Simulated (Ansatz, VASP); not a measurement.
## BN in VASP and in Ansatz

POSCAR

```
BN
1.0
    0.0000000000      1.8048245542      1.8048245542
    1.8048245542      0.0000000000      1.8048245542
    1.8048245542      1.8048245542      0.0000000000
B N
1 1
Direct
    0.0000000000      0.0000000000      0.0000000000
    0.2500000000      0.2500000000      0.2500000000
```

Contents of INCAR.step1:

```
PREC = Accurate
ENCUT = 520
EDIFF = 1E-5
ISMEAR = 0
SIGMA = 0.01
LREAL = False
LASPH = True
NELM = 100
ALGO = Normal
ISIF = 2
LWAVE = True
NBANDS = 11
GGA = PE
```

INCAR.step2

```
PREC = Accurate
ENCUT = 520
EDIFF = 1E-6
ISMEAR = 0
SIGMA = 0.01
LREAL = False
LASPH = True
NELM = 100
ALGO = Normal
ISIF = 2
LWAVE = False
LCHARG = True
GGA = PE
LHFCALC = True
AEXX = 0.4
HFSCREEN = 0.3
PRECFOCK = Normal
LELF = True
LVHAR = True
NBANDS = 11
ISTART = 1
```

Contents of KPOINTS:

```
regular mesh
0
Gamma
  6 6 6
```

Input for Ansatz:

```yaml
crystal:
  lattice:
    - [0.0, 1.8048245542, 1.8048245542]
    - [1.8048245542, 0.0, 1.8048245542]
    - [1.8048245542, 1.8048245542, 0.0]
  atoms:
    - { symbol: B, position: [0.0, 0.0, 0.0] }
    - { symbol: "N", position: [0.25, 0.25, 0.25] }
kpoints:
  mp_grid: { grid: [6, 6, 6] }
hamiltonian:
  xc: { exchange: pbe, correlation: pbe, exx: { coeff: 0.4, omega: 0.3 } }
scf:
  occupations: { method: fixed }
  n_extra_bands: 4
output:
  forces: true
  stress: true
  eigenvalues: true
```

Alike in both runs: task single point; functional PBE-based screened hybrid with a share of 0.4 of exact exchange and HFSCREEN = 0.3; k mesh 6 × 6 × 6; no spin polarisation.

```csv
,VASP,Ansatz
version,VASP 6.6.1,Ansatz 0.2.0
potentials or method,"VASP PAW PBE potentials, release 64 (B, N)",plane waves
plane-wave cutoff (eV),520,420
occupations,"gaussian, width 0.01 eV",fixed
valence electrons in the cell,8,8
```

Ansatz gave:

- gap on the k mesh at the Fermi level (eV): 6.23
- pressure (GPa): -9.1

Which values does VASP return?

gap on the k mesh at the Fermi level (eV): 6.21; pressure (GPa): -8.5.

VASP's potentials were made for PBE, not for PBE-based screened hybrid. Ansatz's warnings: stress exchange threshold loose, stress scf threshold loose.

The k mesh is coarse, so the values compare programs but aren't converged.
